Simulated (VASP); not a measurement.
# GaAs (I-4m2) in VASP: single point with PBEsol

Aim: the single point of GaAs with PBEsol.

Program: VASP 6.6.1. These are calculated values, not measurements. Logs are shortened: lines on timing, memory, paths and dates and some standing lists are left out, and cuts for length are marked.

## Step 1: The cell of the first run

The structure is tetragonal, space group I-4m2 (No. 119). Conventional cell: a = 3.933 Å, b = 3.933 Å, c = 5.841 Å, α = 90.00°, β = 90.00°, γ = 90.00°. Within 3.2 Å of Ga (site symmetry -4m2) lie 4 As at 2.45 Å. As (site symmetry -4m2) has 4 Ga at 2.45 Å within 3.2 Å.

## Step 2: Single point, PBEsol

File INCAR:

```
SYSTEM = GaAs
ALGO = Normal
EDIFF = 1E-6
ENCUT = 520
GGA = PS
ISIF = 2
ISMEAR = 0
LASPH = .True.
LCHARG = .True.
LELF = .True.
LREAL = .False.
LVHAR = .True.
LWAVE = .False.
NBANDS = 16
NELM = 80
PREC = Accurate
SIGMA = 0.05
```

File KPOINTS:

```
k-points
0
Gamma
  12 12 12
  0 0 0
```

File POSCAR:

```
GaAs
1.0
    0.0000000000      2.7812476708      2.9203100543
    2.7812476708      0.0000000000      2.9203100543
    2.7812476708      2.7812476708      0.0000000000
Ga As
1 1
Direct
    0.0000000000      0.0000000000      0.0000000000
    0.7500000000      0.7500000000      0.7500000000
```

Potentials or basis: VASP PAW PBE potentials, release 64 (Ga_d, As).

Run with:

```
$ cat potpaw_PBE.64/Ga_d/POTCAR potpaw_PBE.64/As/POTCAR > POTCAR
$ mpirun -np 1 vasp_std > vasp.out
```

OUTCAR:

```text
SYSTEM = GaAs
   EDIFF = 1E-6
   ENCUT = 520
   GGA = PS
   ISIF = 2
   ISMEAR = 0
   LASPH = .True.
   LREAL = .False.
   NELM = 80
   PREC = Accurate

 ion  position               nearest neighbor table
   1  0.000  0.000  0.000-   2 2.45   2 2.45   2 2.45   2 2.45
   2  0.750  0.750  0.750-   1 2.45   1 2.45   1 2.45   1 2.45

  LATTYP: Found a body centered tetragonal cell.
 ALAT       =     3.9332781764
 C/A-ratio  =     1.4849242405

  Lattice vectors:

 A1 = (  -2.7812476708,   0.0000000000,   2.9203100543)
 A2 = (   2.7812476708,   0.0000000000,   2.9203100543)
 A3 = (   0.0000000000,   2.7812476708,  -2.9203100543)

Analysis of symmetry for initial positions (statically):
=====================================================================
 Subroutine PRICEL returns:
 Original cell was already a primitive cell.

 Routine SETGRP: Setting up the symmetry group for a
 body centered tetragonal supercell.

 Subroutine GETGRP returns: Found  8 space group operations
 (whereof  8 operations were pure point group operations)
 out of a pool of 16 trial point group operations.

The static configuration has the point symmetry D_2d.

Analysis of symmetry for dynamics (positions and initial velocities):
=====================================================================
 Subroutine PRICEL returns:
 Original cell was already a primitive cell.

 Routine SETGRP: Setting up the symmetry group for a
 body centered tetragonal supercell.

 Subroutine GETGRP returns: Found  8 space group operations
 (whereof  8 operations were pure point group operations)
 out of a pool of 16 trial point group operations.

The dynamic configuration has the point symmetry D_2d.

 Subroutine INISYM returns: Found  8 space group operations
 (whereof  8 operations are pure point group operations),
 and found     1 'primitive' translations

----------------------------------------------------------------------------------------

                                     Primitive cell

  volume of cell :      45.1792

  direct lattice vectors                    reciprocal lattice vectors
     0.000000000  2.781247671  2.920310054    -0.179775431  0.179775431  0.171214697
     2.781247671  0.000000000  2.920310054     0.179775431 -0.179775431  0.171214697
     2.781247671  2.781247671  0.000000000     0.179775431  0.179775431 -0.171214697

  length of vectors
     4.032809123  4.032809123  3.933278176     0.306517347  0.306517347  0.306517347

  position of ions in fractional coordinates (direct lattice)
     0.000000000  0.000000000  0.000000000
     0.750000000  0.750000000  0.750000000

  ion indices of the primitive-cell ions
   primitive index   ion index
                 1           1
                 2           2

----------------------------------------------------------------------------------------

 KPOINTS: k-points

Automatic generation of k-mesh.
 Grid dimensions read from file:
 generate k-points for:   12   12   12

 Generating k-lattice:

  Cartesian coordinates                     Fractional coordinates (reciprocal lattice)
    -0.014981286  0.014981286  0.014267891     0.083333333  0.000000000  0.000000000
     0.014981286 -0.014981286  0.014267891     0.000000000  0.083333333  0.000000000
     0.014981286  0.014981286 -0.014267891     0.000000000  0.000000000  0.083333333

  Length of vectors
     0.025543112  0.025543112  0.025543112

  Shift w.r.t. Gamma in fractional coordinates (k-lattice)
     0.000000000  0.000000000  0.000000000

 Subroutine IBZKPT returns following result:
 ===========================================

 Found    163 irreducible k-points:

 Following reciprocal coordinates:
            Coordinates               Weight
  0.000000  0.000000  0.000000      1.000000
  0.083333  0.000000  0.000000      8.000000
  0.166667 -0.000000  0.000000      8.000000
  0.250000  0.000000  0.000000      8.000000
  0.333333  0.000000  0.000000      8.000000
  0.416667  0.000000  0.000000      8.000000
[... 16 lines left out ...]
  0.500000  0.166667  0.000000      8.000000
 -0.416667  0.166667  0.000000      8.000000
 [... further k-points ...]
   k-points           NKPTS =    163   k-points in BZ     NKDIM =    163   number of bands    NBANDS=     16
   number of dos      NEDOS =    301   number of ions     NIONS =      2
   total plane-waves  NPLWV =  27000
   dimension x,y,z NGX =    30 NGY =   30 NGZ =   30
   dimension x,y,z NGXF=    60 NGYF=   60 NGZF=   60
   ions per type =               1   1
   NGX,Y,Z   is equivalent  to a cutoff of  12.37, 12.37, 12.68 a.u.
   NGXF,Y,Z  is equivalent  to a cutoff of  24.73, 24.73, 25.36 a.u.
 SYSTEM =  GaAs
   PREC   = accura    normal or accurate (medium, high low for compatibility)
   ISTART =      0    job   : 0-new  1-cont  2-samecut
   ICHARG =      2    charge: 1-file 2-atom 10-const
   ISPIN  =      1    spin polarized calculation?
   LNONCOLLINEAR =      F non collinear calculations
   LSORBIT =      F    spin-orbit coupling
   LASPH  =      T    aspherical Exc in radial PAW
   ENCUT  =  520.0 eV  38.22 Ry    6.18 a.u.   7.50  7.50  7.31*2*pi/ulx,y,z
   NELM   =     80;   NELMIN=  2; NELMDL= -5     # of ELM steps
   EDIFF  = 0.1E-05   stopping-criterion for ELM
   LREAL  =      F    real-space projection
   EDIFFG = 0.1E-04   stopping-criterion for IOM
   NSW    =      0    number of steps for IOM
   IBRION =     -1    ionic relax: 0-MD 1-quasi-New 2-CG
   NFREE  =      0    steps in history (QN), initial steepest desc. (CG)
   ISIF   =      2    stress and relaxation
   ISYM   =      2    0-nonsym 1-usesym 2-fastsym
   POTIM  = 0.5000    time-step for ionic-motion
   TEBEG  =    0.0;   TEEND  =   0.0 temperature during run
   PSTRESS=    0.0 pullay stress
   NELECT =      18.0000    total number of electrons
   NUPDOWN=      -1.0000    fix difference up-down
   EMIN   =  10.00;   EMAX   =-10.00  energy-range for DOS
   EFERMI =   0.00;   METHOD = LEGACY
   ISMEAR =     0;   SIGMA  =   0.05  broadening in eV -4-tet -1-fermi 0-gaus
   EFERMI_NEDOS =   21; number of points for ismear=-14 and -15
   IALGO  =     38    algorithm
   IMIX   =      4    mixing-type and parameters
     AMIX     =   0.40;   BMIX     =  1.00
     AMIX_MAG =   1.60;   BMIX_MAG =  1.00
  volume/ion in A,a.u.               =      22.59       152.44
  Fermi-wavevector in a.u.,A,eV,Ry     =   1.204628  2.276417 19.743799  1.451128
  Thomas-Fermi vector in A             =   2.340347
   LORBIT       =      0    0 simple, 1 ext, 2 COOP (PROOUT), +10 PAW based schemes
   GGA     = PS    functional components
   LHFCALC =     F    Hartree Fock is set to
   AEXX    =    0.0000 exact exchange contribution
   IVDW    =     0    specifies the selected vdW correction
   LEPSILON=     F    determine dielectric tensor
   LRPA    =     F    only Hartree local field effects (RPA)
 non-spin polarized calculation
 Gauss-broadening in eV      SIGMA  =   0.05
  energy-cutoff  :      520.00
  volume of cell :       45.18
 maximum number of plane-waves:      1243
 NGX is ok and might be reduce to    30
   NGX = 15   NGY = 15   NGZ = 15

 number of electron      18.0000001 magnetization

 Free energy of the ion-electron system (eV)
  ---------------------------------------------------
  ext. energy  EPLUGINS =         0.00000000
  ---------------------------------------------------
  free energy    TOTEN  =        -9.07799572 eV

  energy without entropy =       -9.07799572  energy(sigma->0) =       -9.07799572

 E-fermi :   4.0749     XC(G=0):  -9.7756

 val. band max:        3.9039446251   @ k =   0.0000   0.0000   0.0000
 cond. band min:       4.2407790991   @ k =   0.0000   0.0000   0.0000
 fundamental gap:      0.3368344740
 Fermi energy:         4.0749071674

 k-point     1 :       0.0000    0.0000    0.0000
  band No.  band energies     occupation
      1     -10.9789      2.00000
      2     -10.9666      2.00000
      3     -10.9666      2.00000
      4     -10.8946      2.00000
      5     -10.8885      2.00000
      6      -8.9435      2.00000
[... 8 lines left out ...]
     15      13.3749      0.00000
     16      14.4009      0.00000

 k-point     2 :       0.0833    0.0000    0.0000
  band No.  band energies     occupation
      1     -10.9809      2.00000
      2     -10.9694      2.00000
      3     -10.9650      2.00000
      4     -10.8949      2.00000
      5     -10.8884      2.00000
      6      -8.8611      2.00000
[... 8 lines left out ...]
     15      12.8899      0.00000
     16      13.7480      0.00000

 k-point     3 :       0.1667   -0.0000    0.0000
  band No.  band energies     occupation
      1     -10.9946      2.00000
      2     -10.9680      2.00000
      3     -10.9608      2.00000
      4     -10.8954      2.00000
      5     -10.8879      2.00000
      6      -8.6212      2.00000
[... 8 lines left out ...]
     15      12.7426      0.00000
     16      13.0749      0.00000

 k-point     4 :       0.2500    0.0000    0.0000
  band No.  band energies     occupation
      1     -11.0149      2.00000
      2     -10.9631      2.00000
      3     -10.9556      2.00000
      4     -10.8955      2.00000
      5     -10.8866      2.00000
      6      -8.2469      2.00000
[... 8 lines left out ...]
     15      12.9082      0.00000
     16      12.9195      0.00000
[... 324 lines left out ...]
 k-point    22 :       0.4167    0.1667    0.0000
  band No.  band energies     occupation
      1     -11.0500      2.00000
      2     -10.9490      2.00000
      3     -10.9411      2.00000
      4     -10.8916      2.00000
      5     -10.8906      2.00000
      6      -7.4333      2.00000
[... 8 lines left out ...]
     15      14.4853      0.00000
     16      15.4325      0.00000

 k-point    23 :       0.5000    0.1667    0.0000
  band No.  band energies     occupation
      1     -11.0563      2.00000
      2     -10.9493      2.00000
      3     -10.9399      2.00000
      4     -10.8918      2.00000
      5     -10.8886      2.00000
      6      -7.0636      2.00000
[... 8 lines left out ...]
     15      15.0654      0.00000
     16      15.5457      0.00000

 k-point    24 :      -0.4167    0.1667    0.0000
  band No.  band energies     occupation
      1     -11.0564      2.00000
      2     -10.9503      2.00000
      3     -10.9408      2.00000
      4     -10.8943      2.00000
      5     -10.8859      2.00000
      6      -6.9806      2.00000
[... 8 lines left out ...]
     15      14.0935      0.00000
     16      14.6875      0.00000

 [... further k-points ...]
[... 5 lines left out ...]
  --------------------------------------------------------------------------------------
  -------------------------------------------------------------------------------------
  Total        0.3971327      0.3971327     -0.5105527      0.0000000      0.0000000      0.0000000
  in kB       14.0834126     14.0834126    -18.1055963      0.0000000      0.0000000      0.0000000
  external PRESSURE =       3.3537429 kB  Pullay stress =       0.0000000 kB

 VOLUME and BASIS-vectors are now :
 -----------------------------------------------------------------------------
  energy-cutoff  :      520.00
  volume of cell :       45.18
      direct lattice vectors                 reciprocal lattice vectors
     0.000000000  2.781247671  2.920310054    -0.179775431  0.179775431  0.171214697
     2.781247671  0.000000000  2.920310054     0.179775431 -0.179775431  0.171214697
     2.781247671  2.781247671  0.000000000     0.179775431  0.179775431 -0.171214697

 POSITION                                       TOTAL-FORCE (eV/Angst)
 -----------------------------------------------------------------------------------
      0.00000      0.00000      0.00000        -0.000000     -0.000000      0.000000
      4.17187      4.17187      4.38047         0.000000      0.000000     -0.000000
 -----------------------------------------------------------------------------------
    total drift:                               -0.000001     -0.000001      0.000001

  FREE ENERGIE OF THE ION-ELECTRON SYSTEM (eV)
  ---------------------------------------------------
  free  energy   TOTEN  =        -9.0779957189 eV

  energy  without entropy=       -9.0779957184  energy(sigma->0) =       -9.07799572
```

Wall time 87 s (1 thread of Intel Xeon 6975P-C, shared host); peak memory 0.26 GiB.

Results:

```yaml
Free_energy: -9.0780 eV
Pressure: 0.3 GPa
Band_gap_on_the_k_mesh: 0.34 eV, direct
```

Stress tensor (GPa, compression positive):
```
 1.41  0.00  0.00
 0.00  1.41  0.00
 0.00  0.00 -1.81
```

Caveat: the PAW data sets were made with another functional, which shifts forces and pressure a little.
